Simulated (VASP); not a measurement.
# AlNi3 (I4mm) in VASP: single point with PBEsol

Aim: the single point of AlNi3 with PBEsol.

Program: VASP 6.6.1. These are calculated values, not measurements. Logs are shortened: lines on timing, memory, paths and dates and some standing lists are left out, and cuts for length are marked.

## (1) The cell of the first run

The structure is tetragonal, space group I4mm (No. 107). Conventional cell: a = 3.958 Å, b = 3.958 Å, c = 5.597 Å, α = 90.00°, β = 90.00°, γ = 90.00°. Al (site symmetry 4mm) has 14 Ni at 2.42 to 2.96 Å within 3.2 Å. Ni (site symmetry 2mm) has 10 Ni at 2.34 to 2.80 Å and 4 Al at 2.42 to 2.43 Å within 3.1 Å. Ni (site symmetry 4mm) has 8 Ni at 2.34 to 2.52 Å and 6 Al at 2.63 to 2.96 Å within 3.1 Å.

## (2) Single point, PBEsol (atoms displaced along a vibrational mode)

INCAR

```
PREC     = Accurate       # precision mode
ENCUT    = 520            # plane-wave cutoff, eV
EDIFF    = 1E-6           # SCF threshold, eV
ISMEAR   = 0              # smearing method
SIGMA    = 0.15           # smearing width, eV
LREAL    = False          # projectors in reciprocal space
LASPH    = True           # aspherical terms in the spheres
NELM     = 60             # most SCF steps
ALGO     = Fast           # electronic algorithm
ISIF     = 2              # what is computed and relaxed
LWAVE    = False          # write WAVECAR
LCHARG   = False          # write CHGCAR
GGA      = PS             # functional
NBANDS   = 24             # bands
```

KPOINTS

```
regular mesh
0
Gamma
  14 14 14
```

POSCAR

```
AlNi3
1.0
    0.0000000000      2.7984078593      2.7984078593
    2.7984078593      0.0000000000      2.7984078593
    2.7984078593      2.7984078593      0.0000000000
Al Ni
1 3
Direct
    0.5091533823      0.4908466177      0.4908466177
    0.2579464386      0.2420535614      0.2420535614
   -0.0201007154      0.0201007154      0.0201007154
    0.7579464386      0.7420535614      0.7420535614
```

Potentials or basis: VASP PAW PBE potentials, release 64 (Al, Ni).

Run with:

```
$ cat potpaw_PBE.64/Al/POTCAR potpaw_PBE.64/Ni/POTCAR > POTCAR
$ mpirun -np 1 vasp_std > vasp.out
```

OUTCAR:

```text
PREC = Accurate
   ENCUT = 520
   EDIFF = 1E-6
   ISMEAR = 0
   LREAL = False
   LASPH = True
   NELM = 60
   ISIF = 2
   GGA = PS

 ion  position               nearest neighbor table
   1  0.509  0.491  0.491-   2 2.42   2 2.42   4 2.42   4 2.42   4 2.43   2 2.43   2 2.43   4 2.43
                             3 2.63   3 2.80   3 2.80   3 2.80   3 2.80   3 2.96
   2  0.258  0.242  0.242-   3 2.34   3 2.34   1 2.42   1 2.42   1 2.43   1 2.43   3 2.52   3 2.52
                             4 2.80   4 2.80   4 2.80   4 2.80   4 2.80   4 2.80
   3  0.980  0.020  0.020-   4 2.34   4 2.34   2 2.34   2 2.34   4 2.52   2 2.52   2 2.52   4 2.52
                             1 2.63   1 2.80   1 2.80   1 2.80   1 2.80   1 2.96
   4  0.758  0.742  0.742-   3 2.34   3 2.34   1 2.42   1 2.42   1 2.43   1 2.43   3 2.52   3 2.52
                             2 2.80   2 2.80   2 2.80   2 2.80   2 2.80   2 2.80

  LATTYP: Found a face centered cubic cell.
 ALAT       =     5.5968157186

  Lattice vectors:

 A1 = (   0.0000000000,   2.7984078593,   2.7984078593)
 A2 = (   2.7984078593,   0.0000000000,   2.7984078593)
 A3 = (   2.7984078593,   2.7984078593,   0.0000000000)

Analysis of symmetry for initial positions (statically):
=====================================================================
 Subroutine PRICEL returns:
 Original cell was already a primitive cell.

 Routine SETGRP: Setting up the symmetry group for a
 face centered cubic supercell.

 Subroutine GETGRP returns: Found  8 space group operations
 (whereof  8 operations were pure point group operations)
 out of a pool of 48 trial point group operations.

The static configuration has the point symmetry C_4v.

Analysis of symmetry for dynamics (positions and initial velocities):
=====================================================================
 Subroutine PRICEL returns:
 Original cell was already a primitive cell.

 Routine SETGRP: Setting up the symmetry group for a
 face centered cubic supercell.

 Subroutine GETGRP returns: Found  8 space group operations
 (whereof  8 operations were pure point group operations)
 out of a pool of 48 trial point group operations.

The dynamic configuration has the point symmetry C_4v.

 Subroutine INISYM returns: Found  8 space group operations
 (whereof  8 operations are pure point group operations),
 and found     1 'primitive' translations

----------------------------------------------------------------------------------------

                                     Primitive cell

  volume of cell :      43.8291

  direct lattice vectors                    reciprocal lattice vectors
     0.000000000  2.798407859  2.798407859    -0.178673026  0.178673026  0.178673026
     2.798407859  0.000000000  2.798407859     0.178673026 -0.178673026  0.178673026
     2.798407859  2.798407859  0.000000000     0.178673026  0.178673026 -0.178673026

  length of vectors
     3.957546348  3.957546348  3.957546348     0.309470759  0.309470759  0.309470759

  position of ions in fractional coordinates (direct lattice)
     0.509153382  0.490846618  0.490846618
     0.257946439  0.242053561  0.242053561
     0.979899285  0.020100715  0.020100715
     0.757946439  0.742053561  0.742053561

  ion indices of the primitive-cell ions
   primitive index   ion index
                 1           1
                 2           2
                 3           3
                 4           4

----------------------------------------------------------------------------------------

 KPOINTS: regular mesh

Automatic generation of k-mesh.
 Grid dimensions read from file:
 generate k-points for:   14   14   14

 Generating k-lattice:

  Cartesian coordinates                     Fractional coordinates (reciprocal lattice)
    -0.012762359  0.012762359  0.012762359     0.071428571  0.000000000  0.000000000
     0.012762359 -0.012762359  0.012762359     0.000000000  0.071428571  0.000000000
     0.012762359  0.012762359 -0.012762359     0.000000000  0.000000000  0.071428571

  Length of vectors
     0.022105054  0.022105054  0.022105054

  Shift w.r.t. Gamma in fractional coordinates (k-lattice)
     0.000000000  0.000000000  0.000000000

 Subroutine IBZKPT returns following result:
 ===========================================

 Found    244 irreducible k-points:

 Following reciprocal coordinates:
            Coordinates               Weight
  0.000000  0.000000  0.000000      1.000000
  0.071429  0.000000  0.000000      8.000000
  0.142857  0.000000  0.000000      8.000000
  0.214286  0.000000  0.000000      8.000000
  0.285714  0.000000  0.000000      8.000000
  0.357143  0.000000  0.000000      8.000000
[... 16 lines left out ...]
 -0.428571  0.071429  0.000000     16.000000
  0.000000 -0.428571  0.071429      8.000000
 [... further k-points ...]
   k-points           NKPTS =    244   k-points in BZ     NKDIM =    244   number of bands    NBANDS=     24
   number of dos      NEDOS =    301   number of ions     NIONS =      4
   total plane-waves  NPLWV =  27000
   dimension x,y,z NGX =    30 NGY =   30 NGZ =   30
   dimension x,y,z NGXF=    60 NGYF=   60 NGZF=   60
   ions per type =               1   3
   NGX,Y,Z   is equivalent  to a cutoff of  12.60, 12.60, 12.60 a.u.
   NGXF,Y,Z  is equivalent  to a cutoff of  25.20, 25.20, 25.20 a.u.
 SYSTEM =  unknown system
   PREC   = accura    normal or accurate (medium, high low for compatibility)
   ISTART =      0    job   : 0-new  1-cont  2-samecut
   ICHARG =      2    charge: 1-file 2-atom 10-const
   ISPIN  =      1    spin polarized calculation?
   LNONCOLLINEAR =      F non collinear calculations
   LSORBIT =      F    spin-orbit coupling
   LASPH  =      T    aspherical Exc in radial PAW
   ENCUT  =  520.0 eV  38.22 Ry    6.18 a.u.   7.36  7.36  7.36*2*pi/ulx,y,z
   NELM   =     60;   NELMIN=  2; NELMDL= -5     # of ELM steps
   EDIFF  = 0.1E-05   stopping-criterion for ELM
   LREAL  =      F    real-space projection
   EDIFFG = 0.1E-04   stopping-criterion for IOM
   NSW    =      0    number of steps for IOM
   IBRION =     -1    ionic relax: 0-MD 1-quasi-New 2-CG
   NFREE  =      0    steps in history (QN), initial steepest desc. (CG)
   ISIF   =      2    stress and relaxation
   ISYM   =      2    0-nonsym 1-usesym 2-fastsym
   POTIM  = 0.5000    time-step for ionic-motion
   TEBEG  =    0.0;   TEEND  =   0.0 temperature during run
   PSTRESS=    0.0 pullay stress
   NELECT =      33.0000    total number of electrons
   NUPDOWN=      -1.0000    fix difference up-down
   EMIN   =  10.00;   EMAX   =-10.00  energy-range for DOS
   EFERMI =   0.00;   METHOD = LEGACY
   ISMEAR =     0;   SIGMA  =   0.15  broadening in eV -4-tet -1-fermi 0-gaus
   EFERMI_NEDOS =   21; number of points for ismear=-14 and -15
   IALGO  =     68    algorithm
   IMIX   =      4    mixing-type and parameters
     AMIX     =   0.40;   BMIX     =  1.00
     AMIX_MAG =   1.60;   BMIX_MAG =  1.00
  volume/ion in A,a.u.               =      10.96        73.94
  Fermi-wavevector in a.u.,A,eV,Ry     =   1.489333  2.814431 30.179255  2.218113
  Thomas-Fermi vector in A             =   2.602255
   LORBIT       =      0    0 simple, 1 ext, 2 COOP (PROOUT), +10 PAW based schemes
   GGA     = PS    functional components
   LHFCALC =     F    Hartree Fock is set to
   AEXX    =    0.0000 exact exchange contribution
   IVDW    =     0    specifies the selected vdW correction
   LEPSILON=     F    determine dielectric tensor
   LRPA    =     F    only Hartree local field effects (RPA)
 non-spin polarized calculation
 RMM-DIIS sequential band-by-band and
 Gauss-broadening in eV      SIGMA  =   0.15
  energy-cutoff  :      520.00
  volume of cell :       43.83
 maximum number of plane-waves:      1243
 NGX is ok and might be reduce to    30
   NGX = 15   NGY = 15   NGZ = 15

 number of electron      32.9999986 magnetization

 Free energy of the ion-electron system (eV)
  ---------------------------------------------------
  ext. energy  EPLUGINS =         0.00000000
  ---------------------------------------------------
  free energy    TOTEN  =       -23.97007279 eV

  energy without entropy =      -23.93763367  energy(sigma->0) =      -23.95385323

 E-fermi :   9.8674     XC(G=0): -12.9782

 val. band max:        9.8607550840   @ k =   0.5000   0.2143  -0.2857
 cond. band min:       9.8731376398   @ k =  -0.4286   0.4286   0.0000
 fundamental gap:      0.0123825558
 Fermi energy:         9.8673531054

 k-point     1 :       0.0000    0.0000    0.0000
  band No.  band energies     occupation
      1      -0.3789      2.00000
      2       6.1359      2.00000
      3       6.1884      2.00000
      4       6.3521      2.00000
      5       6.3521      2.00000
      6       6.4561      2.00000
[... 16 lines left out ...]
     23      16.9994      0.00000
     24      18.6249      0.00000

 k-point     2 :       0.0714    0.0000    0.0000
  band No.  band energies     occupation
      1      -0.3027      2.00000
      2       6.1186      2.00000
      3       6.1581      2.00000
      4       6.3230      2.00000
      5       6.4243      2.00000
      6       6.4999      2.00000
[... 16 lines left out ...]
     23      17.3709      0.00000
     24      18.4358      0.00000

 k-point     3 :       0.1429    0.0000    0.0000
  band No.  band energies     occupation
      1      -0.0755      2.00000
      2       6.0753      2.00000
      3       6.1308      2.00000
      4       6.2344      2.00000
      5       6.5721      2.00000
      6       6.6164      2.00000
[... 16 lines left out ...]
     23      17.7536      0.00000
     24      18.3136      0.00000

 k-point     4 :       0.2143    0.0000    0.0000
  band No.  band energies     occupation
      1       0.2979      2.00000
      2       5.9057      2.00000
      3       6.1372      2.00000
      4       6.1765      2.00000
      5       6.7476      2.00000
      6       6.7609      2.00000
[... 16 lines left out ...]
     23      17.9104      0.00000
     24      18.6274      0.00000

 k-point     5 :       0.2857    0.0000    0.0000
  band No.  band energies     occupation
      1       0.8087      2.00000
      2       5.4740      2.00000
      3       6.1739      2.00000
      4       6.1961      2.00000
      5       6.8825      2.00000
      6       6.9218      2.00000
[... 16 lines left out ...]
     23      17.9644      0.00000
     24      19.4157      0.00000

 k-point     6 :       0.3571    0.0000    0.0000
  band No.  band energies     occupation
      1       1.4422      2.00000
      2       4.7920      2.00000
      3       6.2261      2.00000
      4       6.2440      2.00000
      5       6.9325      2.00000
      6       7.0560      2.00000
[... 16 lines left out ...]
     23      17.9596      0.00000
     24      20.3923      0.00000
[... 379 lines left out ...]
 k-point    21 :       0.5000    0.0714    0.0000
  band No.  band energies     occupation
      1       2.6823      2.00000
      2       3.5342      2.00000
      3       6.2103      2.00000
      4       6.3456      2.00000
      5       6.9230      2.00000
      6       7.0781      2.00000
[... 16 lines left out ...]
     23      18.3414      0.00000
     24      21.2092      0.00000

 k-point    22 :       0.0000    0.5000    0.0714
  band No.  band energies     occupation
      1       2.6814      2.00000
      2       3.5352      2.00000
      3       6.2254      2.00000
      4       6.3310      2.00000
      5       6.9398      2.00000
      6       7.1028      2.00000
[... 16 lines left out ...]
     23      18.3395      0.00000
     24      21.2072      0.00000

 k-point    23 :      -0.4286    0.0714    0.0000
  band No.  band energies     occupation
      1       2.4647      2.00000
      2       3.7643      2.00000
      3       6.2342      2.00000
      4       6.3050      2.00000
      5       6.9210      2.00000
      6       7.0852      2.00000
[... 16 lines left out ...]
     23      18.3589      0.00000
     24      21.1892      0.00000

 k-point    24 :       0.0000   -0.4286    0.0714
  band No.  band energies     occupation
      1       2.4652      2.00000
      2       3.7635      2.00000
      3       6.2527      2.00000
      4       6.2914      2.00000
      5       6.9129      2.00000
      6       7.0919      2.00000
[... 16 lines left out ...]
     23      18.3544      0.00000
     24      21.1923      0.00000

 [... further k-points ...]

------------------------ aborting loop because EDIFF is reached ----------------------------------------

  FORCE on cell =-STRESS in cart. coord.  units (eV):
  Direction    XX          YY          ZZ          XY          YZ          ZX
  --------------------------------------------------------------------------------------
  -------------------------------------------------------------------------------------
  Total        0.3223440      0.4906395      0.4906395      0.0000000      0.0000000      0.0000000
  in kB       11.7833067     17.9353566     17.9353566      0.0000000      0.0000000      0.0000000
  external PRESSURE =      15.8846733 kB  Pullay stress =       0.0000000 kB

 VOLUME and BASIS-vectors are now :
 -----------------------------------------------------------------------------
  energy-cutoff  :      520.00
  volume of cell :       43.83
      direct lattice vectors                 reciprocal lattice vectors
     0.000000000  2.798407859  2.798407859    -0.178673026  0.178673026  0.178673026
     2.798407859  0.000000000  2.798407859     0.178673026 -0.178673026  0.178673026
     2.798407859  2.798407859  0.000000000     0.178673026  0.178673026 -0.178673026

 POSITION                                       TOTAL-FORCE (eV/Angst)
 -----------------------------------------------------------------------------------
      2.74718      2.79841      2.79841         0.322932      0.000000      0.000000
      1.35473      1.39920      1.39920         0.574227      0.000000      0.000000
      0.11250      2.79841      2.79841        -1.471386      0.000000      0.000000
      4.15314      4.19761      4.19761         0.574227      0.000000      0.000000
 -----------------------------------------------------------------------------------
    total drift:                               -0.000236     -0.000001     -0.000001

  FREE ENERGIE OF THE ION-ELECTRON SYSTEM (eV)
  ---------------------------------------------------
  free  energy   TOTEN  =       -23.9700727927 eV

  energy  without entropy=      -23.9376336651  energy(sigma->0) =      -23.95385323
```

Wall time 3.4 min (1 thread of Intel Xeon Platinum 8488C (Sapphire Rapids), shared host); peak memory 0.33 GiB.

Results:

| Item | Value |
| --- | --- |
| Free energy | -23.9701 eV |
| Pressure | 1.6 GPa |
| Largest force | 1.471 eV/Å |
| Band gap on the k mesh | zero (an odd number of electrons rules out a gap without spin polarisation) |

Forces in eV/Å, atoms in the order of the input:
```
Al   0.323  0.000  0.000
Ni   0.574  0.000  0.000
Ni  -1.471  0.000  0.000
Ni   0.574  0.000  0.000
```

Stress tensor (GPa, compression positive):
```
1.18 0.00 0.00
0.00 1.79 0.00
0.00 0.00 1.79
```

Caveat: the cell differs from its parent crystal (atoms displaced along a vibrational mode); the PAW data sets were made with another functional, which shifts forces and pressure a little.
